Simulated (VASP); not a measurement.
Write the native input for VASP 6.6.1 that does the following.

* Task: single point
* Functional: LDA
* Potentials or basis: VASP PAW LDA potentials, release 64 (La, H)
* Cutoff: 520 eV
* k mesh: 12 × 12 × 12
* Occupations: fermi-dirac, width 0.05 eV
* Spin: no spin polarisation
* Dipole correction: no
* Further INCAR settings: ALGO = Normal; EDIFF = 1e-06; NBANDS = 15

The structure of LaH3 lies in POSCAR:

```
LaH3
1.0
    0.0000000000      2.7330769171      2.7330769171
    2.7330769171      0.0000000000      2.7330769171
    2.7330769171      2.7330769171      0.0000000000
La H
1 3
Direct
    0.0000000000      0.0000000000      0.0000000000
    0.5000000000      0.5000000000      0.5000000000
    0.7500000000      0.7500000000      0.7500000000
    0.2500000000      0.2500000000      0.2500000000
```

One way to write it, as run:

INCAR

```
SYSTEM = LaH3
ALGO = Normal
EDIFF = 1E-6
ENCUT = 520
ISIF = 2
ISMEAR = -1
LASPH = .TRUE.
LCHARG = .FALSE.
LREAL = .FALSE.
LWAVE = .FALSE.
NBANDS = 15
NELM = 100
PREC = Accurate
SIGMA = 0.05
```

KPOINTS

```
k-points
0
G
  12 12 12
  0 0 0
```

Potentials or basis: VASP PAW LDA potentials, release 64 (La, H).

Run with:

```bash
$ cat potpaw_LDA.64/La/POTCAR potpaw_LDA.64/H/POTCAR > POTCAR
$ mpirun -np 1 vasp_std > vasp.out
```

It gave:

```yaml
Pressure: -0.2 GPa
Band_gap_on_the_k_mesh: zero (bands 7 and 8 overlap by 0.19 eV)
```

Caveat: spin-orbit coupling is left out, which moves the levels of the heavy elements.

Run time: 69 s on 1 thread of Oxide Virtual Turin-like Processor (shared host), peak memory 0.16 GiB.
